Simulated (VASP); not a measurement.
# BN (P6_3mc) in VASP: notebook

BN is run at these levels: r2SCAN; tasks: single point, relaxation of the atoms.

Program: VASP 6.6.1. These are calculated values, not measurements. Logs are shortened: lines on timing, memory, paths and dates and some standing lists are left out, and cuts for length are marked.

### 1 The cell of the first run

It takes space group P6_3mc (No. 186, hexagonal). Conventional cell: a = 2.505 Å, b = 2.505 Å, c = 4.245 Å, α = 90.00°, β = 90.00°, γ = 120.00°. Within 2.1 Å of B (site symmetry 3m) lie 4 N at 1.54 to 1.59 Å. N (site symmetry 3m) has 4 B at 1.54 to 1.59 Å within 2.1 Å.

### 2 Single point, r2SCAN (strained cell)

POSCAR

```
BN
1.0
    2.5051775940      0.0000000000      0.0000000000
   -1.2525887970      2.1695474374      0.0000000000
    0.0000000000      0.0000000000      4.2447116791
B N
2 2
Direct
    0.3333333333      0.6666666667     -0.0002650783
    0.6666666667      0.3333333333      0.4997349217
    0.3333333333      0.6666666667      0.3742650783
    0.6666666667      0.3333333333      0.8742650783
```

INCAR.step1

```
SYSTEM = BN
  PREC = Accurate
  ENCUT = 520
  ISMEAR = 0
  SIGMA = 0.02
  LREAL = .FALSE.
  LASPH = .TRUE.
  NELM = 100
  NBANDS = 16
  GGA = PE
  ALGO = Normal
  EDIFF = 1E-4
  LWAVE = .TRUE.
  LCHARG = .FALSE.
```

INCAR.step2

```
SYSTEM = BN
  PREC = Accurate
  ENCUT = 520
  EDIFF = 1E-6
  ISMEAR = 0
  SIGMA = 0.02
  LREAL = .FALSE.
  LASPH = .TRUE.
  NELM = 100
  ALGO = Normal
  ISIF = 2
  LWAVE = .FALSE.
  LCHARG = .FALSE.
  METAGGA = R2SCAN
  LMIXTAU = .TRUE.
  NBANDS = 16
  ISTART = 1
```

KPOINTS

```
regular mesh
0
G
  9 9 6
  0 0 0
```

Potentials or basis: VASP PAW PBE potentials, release 64 (B, N).

On the command line:

```bash
$ cat potpaw_PBE.64/B/POTCAR potpaw_PBE.64/N/POTCAR > POTCAR
$ cp INCAR.step1 INCAR
$ mpirun -np 1 vasp_std > vasp.out
$ cp INCAR.step2 INCAR
$ mpirun -np 1 vasp_std > vasp.out
```

OUTCAR:

```text
SYSTEM = BN
   PREC = Accurate
   ENCUT = 520
   EDIFF = 1E-6
   ISMEAR = 0
   LREAL = .FALSE.
   LASPH = .TRUE.
   NELM = 100
   ISIF = 2
   METAGGA = R2SCAN
   ISTART = 1

 ion  position               nearest neighbor table
   1  0.333  0.667  1.000-   4 1.54   4 1.54   4 1.54   3 1.59
   2  0.667  0.333  0.500-   3 1.54   3 1.54   3 1.54   4 1.59
   3  0.333  0.667  0.374-   2 1.54   2 1.54   2 1.54   1 1.59
   4  0.667  0.333  0.874-   1 1.54   1 1.54   1 1.54   2 1.59

  LATTYP: Found a hexagonal cell.
 ALAT       =     2.5051775940
 C/A-ratio  =     1.6943755562

  Lattice vectors:

 A1 = (   2.5051775940,   0.0000000000,   0.0000000000)
 A2 = (  -1.2525887970,   2.1695474374,   0.0000000000)
 A3 = (   0.0000000000,   0.0000000000,   4.2447116791)

Analysis of symmetry for initial positions (statically):
=====================================================================
 Subroutine PRICEL returns:
 Original cell was already a primitive cell.

 Routine SETGRP: Setting up the symmetry group for a
 hexagonal supercell.

 Subroutine GETGRP returns: Found 12 space group operations
 (whereof  6 operations were pure point group operations)
 out of a pool of 24 trial point group operations.

The static configuration has the point symmetry C_3v.
 The point group associated with its full space group is C_6v.

Analysis of symmetry for dynamics (positions and initial velocities):
=====================================================================
 Subroutine PRICEL returns:
 Original cell was already a primitive cell.

 Routine SETGRP: Setting up the symmetry group for a
 hexagonal supercell.

 Subroutine GETGRP returns: Found 12 space group operations
 (whereof  6 operations were pure point group operations)
 out of a pool of 24 trial point group operations.

The dynamic configuration has the point symmetry C_3v.
 The point group associated with its full space group is C_6v.

 Subroutine INISYM returns: Found 12 space group operations
 (whereof  6 operations are pure point group operations),
 and found     1 'primitive' translations

----------------------------------------------------------------------------------------

                                     Primitive cell

  volume of cell :      23.0704

  direct lattice vectors                    reciprocal lattice vectors
     2.505177594  0.000000000  0.000000000     0.399173297  0.230462811  0.000000000
    -1.252588797  2.169547437  0.000000000     0.000000000  0.460925621  0.000000000
     0.000000000  0.000000000  4.244711679     0.000000000  0.000000000  0.235587261

  length of vectors
     2.505177594  2.505177594  4.244711679     0.460925621  0.460925621  0.235587261

  position of ions in fractional coordinates (direct lattice)
     0.333333333  0.666666667  0.999734922
     0.666666667  0.333333333  0.499734922
     0.333333333  0.666666667  0.374265078
     0.666666667  0.333333333  0.874265078

  ion indices of the primitive-cell ions
   primitive index   ion index
                 1           1
                 2           2
                 3           3
                 4           4

----------------------------------------------------------------------------------------

 KPOINTS: regular mesh

Automatic generation of k-mesh.
 Grid dimensions read from file:
 generate k-points for:    9    9    6

 Generating k-lattice:

  Cartesian coordinates                     Fractional coordinates (reciprocal lattice)
     0.044352589  0.025606979  0.000000000     0.111111111  0.000000000  0.000000000
     0.000000000  0.051213958  0.000000000     0.000000000  0.111111111  0.000000000
     0.000000000  0.000000000  0.039264544     0.000000000  0.000000000  0.166666667

  Length of vectors
     0.051213958  0.051213958  0.039264544

  Shift w.r.t. Gamma in fractional coordinates (k-lattice)
     0.000000000  0.000000000  0.000000000

 Subroutine IBZKPT returns following result:
 ===========================================

 Found     48 irreducible k-points:

 Following reciprocal coordinates:
            Coordinates               Weight
  0.000000  0.000000  0.000000      1.000000
  0.111111 -0.000000  0.000000      6.000000
  0.222222 -0.000000  0.000000      6.000000
  0.333333 -0.000000  0.000000      6.000000
  0.444444 -0.000000  0.000000      6.000000
  0.111111  0.111111  0.000000      6.000000
[... 16 lines left out ...]
  0.333333  0.222222  0.166667     24.000000
  0.333333  0.333333  0.166667      4.000000
 [... further k-points ...]
   k-points           NKPTS =     48   k-points in BZ     NKDIM =     48   number of bands    NBANDS=     16
   number of dos      NEDOS =    301   number of ions     NIONS =      4
   total plane-waves  NPLWV =  12800
   dimension x,y,z NGX =    20 NGY =   20 NGZ =   32
   dimension x,y,z NGXF=    40 NGYF=   40 NGZF=   64
   ions per type =               2   2
   NGX,Y,Z   is equivalent  to a cutoff of  13.27, 13.27, 12.53 a.u.
   NGXF,Y,Z  is equivalent  to a cutoff of  26.54, 26.54, 25.07 a.u.
 SYSTEM =  BN
   PREC   = accura    normal or accurate (medium, high low for compatibility)
   ISTART =      1    job   : 0-new  1-cont  2-samecut
   ICHARG =      0    charge: 1-file 2-atom 10-const
   ISPIN  =      1    spin polarized calculation?
   LNONCOLLINEAR =      F non collinear calculations
   LSORBIT =      F    spin-orbit coupling
   LASPH  =      T    aspherical Exc in radial PAW
   ENCUT  =  520.0 eV  38.22 Ry    6.18 a.u.   4.66  4.66  7.89*2*pi/ulx,y,z
   NELM   =    100;   NELMIN=  2; NELMDL=  0     # of ELM steps
   EDIFF  = 0.1E-05   stopping-criterion for ELM
   LREAL  =      F    real-space projection
   EDIFFG = 0.1E-04   stopping-criterion for IOM
   NSW    =      0    number of steps for IOM
   IBRION =     -1    ionic relax: 0-MD 1-quasi-New 2-CG
   NFREE  =      0    steps in history (QN), initial steepest desc. (CG)
   ISIF   =      2    stress and relaxation
   ISYM   =      2    0-nonsym 1-usesym 2-fastsym
   POTIM  = 0.5000    time-step for ionic-motion
   TEBEG  =    0.0;   TEEND  =   0.0 temperature during run
   PSTRESS=    0.0 pullay stress
   NELECT =      16.0000    total number of electrons
   NUPDOWN=      -1.0000    fix difference up-down
   EMIN   =  10.00;   EMAX   =-10.00  energy-range for DOS
   EFERMI =   0.00;   METHOD = LEGACY
   ISMEAR =     0;   SIGMA  =   0.02  broadening in eV -4-tet -1-fermi 0-gaus
   EFERMI_NEDOS =   21; number of points for ismear=-14 and -15
   IALGO  =     38    algorithm
   IMIX   =      4    mixing-type and parameters
     AMIX     =   0.40;   BMIX     =  1.00
     AMIX_MAG =   1.60;   BMIX_MAG =  1.00
  volume/ion in A,a.u.               =       5.77        38.92
  Fermi-wavevector in a.u.,A,eV,Ry     =   1.449093  2.738388 28.570466  2.099870
  Thomas-Fermi vector in A             =   2.566859
   LORBIT       =      0    0 simple, 1 ext, 2 COOP (PROOUT), +10 PAW based schemes
   METAGGA = R2SCAN    functional components
   LHFCALC =     F    Hartree Fock is set to
   AEXX    =    0.0000 exact exchange contribution
   IVDW    =     0    specifies the selected vdW correction
   LEPSILON=     F    determine dielectric tensor
   LRPA    =     F    only Hartree local field effects (RPA)
 non-spin polarized calculation
 Gauss-broadening in eV      SIGMA  =   0.02
  energy-cutoff  :      520.00
  volume of cell :       23.07
 maximum number of plane-waves:       640
 NGX is ok and might be reduce to    20
   NGX =  9   NGY =  9   NGZ = 15

 number of electron      15.9999998 magnetization

 Free energy of the ion-electron system (eV)
  ---------------------------------------------------
  ext. energy  EPLUGINS =         0.00000000
  ---------------------------------------------------
  free energy    TOTEN  =       -38.21793641 eV

  energy without entropy =      -38.21793641  energy(sigma->0) =      -38.21793641

 E-fermi :   7.8677     XC(G=0): -13.7640

 val. band max:        7.7329152787   @ k =   0.0000   0.0000   0.0000
 cond. band min:      13.3216947324   @ k =   0.3333   0.3333   0.0000
 fundamental gap:      5.5887794537
 Fermi energy:         7.8677273507

 k-point     1 :       0.0000    0.0000    0.0000
  band No.  band energies     occupation
      1     -14.0533      2.00000
      2      -9.9305      2.00000
      3      -3.8904      2.00000
      4       5.6561      2.00000
      5       5.6561      2.00000
      6       7.3415      2.00000
[... 8 lines left out ...]
     15      20.6825      0.00000
     16      25.1531      0.00000

 k-point     2 :       0.1111   -0.0000    0.0000
  band No.  band energies     occupation
      1     -13.7650      2.00000
      2      -9.7044      2.00000
      3      -3.6026      2.00000
      4       4.3879      2.00000
      5       5.1374      2.00000
      6       6.6697      2.00000
[... 8 lines left out ...]
     15      21.5304      0.00000
     16      24.6717      0.00000

 k-point     3 :       0.2222   -0.0000    0.0000
  band No.  band energies     occupation
      1     -12.9179      2.00000
      2      -9.0825      2.00000
      3      -2.7608      2.00000
      4       1.6813      2.00000
      5       4.0850      2.00000
      6       4.2926      2.00000
[... 8 lines left out ...]
     15      23.5337      0.00000
     16      24.2083      0.00000

 k-point     4 :       0.3333   -0.0000    0.0000
  band No.  band energies     occupation
      1     -11.5881      2.00000
      2      -8.3307      2.00000
      3      -1.4649      2.00000
      4      -0.9701      2.00000
      5       1.6980      2.00000
      6       3.1443      2.00000
[... 8 lines left out ...]
     15      24.7904      0.00000
     16      25.6843      0.00000

 k-point     5 :       0.4444   -0.0000    0.0000
  band No.  band energies     occupation
      1     -10.0668      2.00000
      2      -8.2101      2.00000
      3      -2.3563      2.00000
      4      -0.5050      2.00000
      5       0.1736      2.00000
      6       2.6198      2.00000
[... 8 lines left out ...]
     15      25.4263      0.00000
     16      27.0390      0.00000

 k-point     6 :       0.1111    0.1111    0.0000
  band No.  band energies     occupation
      1     -13.1968      2.00000
      2      -9.2780      2.00000
      3      -3.0370      2.00000
      4       2.7534      2.00000
      5       3.7850      2.00000
      6       5.4040      2.00000
[... 8 lines left out ...]
     15      23.4804      0.00000
     16      24.2029      0.00000
[... 267 lines left out ...]
 k-point    21 :       0.4444    0.1111    0.1667
  band No.  band energies     occupation
      1      -9.4160      2.00000
      2      -8.3307      2.00000
      3      -2.6079      2.00000
      4      -1.1332      2.00000
      5       1.1111      2.00000
      6       2.0106      2.00000
[... 8 lines left out ...]
     15      25.9216      0.00000
     16      26.5877      0.00000

 k-point    22 :       0.2222    0.2222    0.1667
  band No.  band energies     occupation
      1     -10.6999      2.00000
      2      -8.2685      2.00000
      3      -1.2130      2.00000
      4      -0.1231      2.00000
      5       0.5551      2.00000
      6       1.8647      2.00000
[... 8 lines left out ...]
     15      24.1423      0.00000
     16      25.5419      0.00000

 k-point    23 :       0.3333    0.2222    0.1667
  band No.  band energies     occupation
      1      -9.3212      2.00000
      2      -8.0621      2.00000
      3      -1.9509      2.00000
      4      -0.8155      2.00000
      5       0.2909      2.00000
      6       1.6562      2.00000
[... 8 lines left out ...]
     15      25.1266      0.00000
     16      25.7237      0.00000

 k-point    24 :       0.3333    0.3333    0.1667
  band No.  band energies     occupation
      1      -8.3777      2.00000
      2      -8.3777      2.00000
      3      -1.8471      2.00000
      4      -0.6024      2.00000
      5      -0.6024      2.00000
      6       1.3244      2.00000
[... 8 lines left out ...]
     15      25.2095      0.00000
     16      25.2095      0.00000

 [... further k-points ...]
[... 5 lines left out ...]
  --------------------------------------------------------------------------------------
  -------------------------------------------------------------------------------------
  Total        2.7088656      2.7088656     -0.9261153      0.0000000      0.0000000      0.0000000
  in kB      188.1231226    188.1231226    -64.3161124      0.0000000      0.0000000      0.0000000
  external PRESSURE =     103.9767109 kB  Pullay stress =       0.0000000 kB

 VOLUME and BASIS-vectors are now :
 -----------------------------------------------------------------------------
  energy-cutoff  :      520.00
  volume of cell :       23.07
      direct lattice vectors                 reciprocal lattice vectors
     2.505177594  0.000000000  0.000000000     0.399173297  0.230462811  0.000000000
    -1.252588797  2.169547437  0.000000000     0.000000000  0.460925621  0.000000000
     0.000000000  0.000000000  4.244711679     0.000000000  0.000000000  0.235587261

 POSITION                                       TOTAL-FORCE (eV/Angst)
 -----------------------------------------------------------------------------------
     -0.00000      1.44636      4.24359        -0.000000      0.000000      0.014119
      1.25259      0.72318      2.12123         0.000000     -0.000000      0.014119
     -0.00000      1.44636      1.58865        -0.000000     -0.000000     -0.014119
      1.25259      0.72318      3.71100        -0.000000      0.000000     -0.014119
 -----------------------------------------------------------------------------------
    total drift:                               -0.000000      0.000000     -0.001633

  FREE ENERGIE OF THE ION-ELECTRON SYSTEM (eV)
  ---------------------------------------------------
  free  energy   TOTEN  =       -38.2179364085 eV

  energy  without entropy=      -38.2179364085  energy(sigma->0) =      -38.21793641
```

Wall time 1.9 min (1 thread of AMD EPYC, shared host); peak memory 0.11 GiB.

Results:

```yaml
Free_energy: -38.2179 eV
Pressure: 10.4 GPa
Largest_force: 0.014 eV/Å
Band_gap_on_the_k_mesh: 5.59 eV (least direct gap 8.61 eV)
```

Forces on the atoms (eV/Å):
```
B    0.000  0.000  0.014
B    0.000  0.000  0.014
N    0.000  0.000 -0.014
N    0.000  0.000 -0.014
```

Caveat: the cell differs from its parent crystal (strained cell); the stress differs along the axes, from -6 to 19 GPa; the PAW data sets were made with another functional, which shifts forces and pressure a little. A k mesh can miss the band edges.

### 3 Relaxation of the atoms, r2SCAN (strained cell)

POSCAR: that of step 2 with these lines changed.

```diff
@@ -4,3 +4,3 @@
    -1.2525887970      2.1695474374      0.0000000000
-    0.0000000000      0.0000000000      4.2447116791
+    0.0000000000      0.0000000000      4.1185061782
 B N
```

INCAR.step1

```
  PREC = Accurate
  ENCUT = 520
  ISMEAR = 0
  SIGMA = 0.02
  LREAL = False
  LASPH = True
  NELM = 80
  GGA = PE
  ALGO = Normal
  EDIFF = 1E-4
  LWAVE = True
  LCHARG = False
```

INCAR.step2

```
  PREC = Accurate
  ENCUT = 520
  EDIFF = 1E-7
  ISMEAR = 0
  SIGMA = 0.02
  LREAL = False
  LASPH = True
  NELM = 80
  ALGO = Normal
  ISIF = 2
  LWAVE = False
  LCHARG = False
  METAGGA = R2SCAN
  LMIXTAU = True
  IBRION = 2
  NSW = 60
  EDIFFG = -0.002
  ISTART = 1
```

KPOINTS

```
Automatic mesh
0
Gamma
  9 9 6
```

Potentials or basis: VASP PAW PBE potentials, release 64 (B, N).

On the command line:

```bash
$ cat potpaw_PBE.64/B/POTCAR potpaw_PBE.64/N/POTCAR > POTCAR
$ cp INCAR.step1 INCAR
$ mpirun -np 1 vasp_std > vasp.out
$ cp INCAR.step2 INCAR
$ mpirun -np 1 vasp_std > vasp.out
```

OUTCAR:

```text
PREC = Accurate
   ENCUT = 520
   EDIFF = 1E-7
   ISMEAR = 0
   LREAL = False
   LASPH = True
   NELM = 80
   ISIF = 2
   METAGGA = R2SCAN
   IBRION = 2
   NSW = 60
   EDIFFG = -0.002
   ISTART = 1

 ion  position               nearest neighbor table
   1  0.333  0.667  1.000-   4 1.54   4 1.54   4 1.54   3 1.54
   2  0.667  0.333  0.500-   3 1.54   3 1.54   3 1.54   4 1.54
   3  0.333  0.667  0.374-   2 1.54   2 1.54   2 1.54   1 1.54
   4  0.667  0.333  0.874-   1 1.54   1 1.54   1 1.54   2 1.54

  LATTYP: Found a hexagonal cell.
 ALAT       =     2.5051775940
 C/A-ratio  =     1.6439976902

  Lattice vectors:

 A1 = (   2.5051775940,   0.0000000000,   0.0000000000)
 A2 = (  -1.2525887970,   2.1695474374,   0.0000000000)
 A3 = (   0.0000000000,   0.0000000000,   4.1185061782)

Analysis of symmetry for initial positions (statically):
=====================================================================
 Subroutine PRICEL returns:
 Original cell was already a primitive cell.

 Routine SETGRP: Setting up the symmetry group for a
 hexagonal supercell.

[... 182 lines left out ...]
  Total        2.9919972      2.9919972      4.0124437      0.0000000      0.0000000      0.0000000
  in kB      214.1531045    214.1531045    287.1918699      0.0000000      0.0000000      0.0000000
  external PRESSURE =     238.4993596 kB  Pullay stress =       0.0000000 kB
[... 63 lines left out ...]
--------------------------------------- Ionic step        3  -------------------------------------------

 number of electron      15.9999999 magnetization

 Free energy of the ion-electron system (eV)
  ---------------------------------------------------
  ext. energy  EPLUGINS =         0.00000000
  ---------------------------------------------------
  free energy    TOTEN  =       -38.17111844 eV

  energy without entropy =      -38.17111844  energy(sigma->0) =      -38.17111844

 E-fermi :   8.2891     XC(G=0): -13.9239

 val. band max:        8.0949439863   @ k =   0.0000   0.0000   0.0000
 cond. band min:      13.7427428640   @ k =   0.3333   0.3333   0.0000
 fundamental gap:      5.6477988777
 Fermi energy:         8.2890800263

 k-point     1 :       0.0000    0.0000    0.0000
  band No.  band energies     occupation
      1     -14.0290      2.00000
      2      -9.4764      2.00000
      3      -3.7448      2.00000
      4       5.7137      2.00000
      5       5.7137      2.00000
      6       7.8126      2.00000
      7       8.0949      2.00000
      8       8.0949      2.00000
      9      17.3256      0.00000
     10      17.3256      0.00000
     11      17.9252      0.00000
     12      18.8563      0.00000
[... 331 lines left out ...]
 k-point    24 :       0.3333    0.3333    0.1667
  band No.  band energies     occupation
      1      -8.2646      2.00000
      2      -8.2646      2.00000
      3      -1.7937      2.00000
      4      -0.3710      2.00000
      5      -0.3710      2.00000
      6       1.7449      2.00000
      7       3.0389      2.00000
      8       3.0389      2.00000
      9      14.5627      0.00000
     10      21.5432      0.00000
     11      21.5432      0.00000
     12      23.0533      0.00000

 [... further k-points ...]
[... 5 lines left out ...]
  --------------------------------------------------------------------------------------
  -------------------------------------------------------------------------------------
  Total        2.9888366      2.9888366      4.0165575      0.0000000      0.0000000      0.0000000
  in kB      213.9268844    213.9268844    287.4863183      0.0000000      0.0000000      0.0000000
  external PRESSURE =     238.4466957 kB  Pullay stress =       0.0000000 kB
[... 19 lines left out ...]
  FREE ENERGIE OF THE ION-ELECTRON SYSTEM (eV)
  ---------------------------------------------------
  free  energy   TOTEN  =       -38.1711184400 eV

  energy  without entropy=      -38.1711184400  energy(sigma->0) =      -38.17111844

 reached required accuracy - stopping structural energy minimisation
```

It took 3.3 min on 1 thread of AMD EPYC, shared host; peak memory 0.11 GiB.

Results:

```
Free energy               : -38.1711 eV
Energy gained by relaxing : 0.0 meV/atom
Ionic steps               : 3
Pressure after relaxing   : 23.8 GPa
Band gap on the k mesh    : 5.65 eV (least direct gap 9.20 eV)
```

Stress tensor (GPa, compression positive):
```
21.39  0.00  0.00
 0.00 21.39  0.00
 0.00  0.00 28.75
```

Final structure:
```
CELL_PARAMETERS angstrom
2.50518 0.00000 0.00000
-1.25259 2.16955 0.00000
0.00000 0.00000 4.11851
ATOMIC_POSITIONS crystal
B 0.33333 0.66667 0.99982
B 0.66667 0.33333 0.49982
N 0.33333 0.66667 0.37418
N 0.66667 0.33333 0.87418
```

Caveat: the cell differs from its parent crystal (strained cell); the PAW data sets were made with another functional, which shifts forces and pressure a little. A k mesh can miss the band edges.
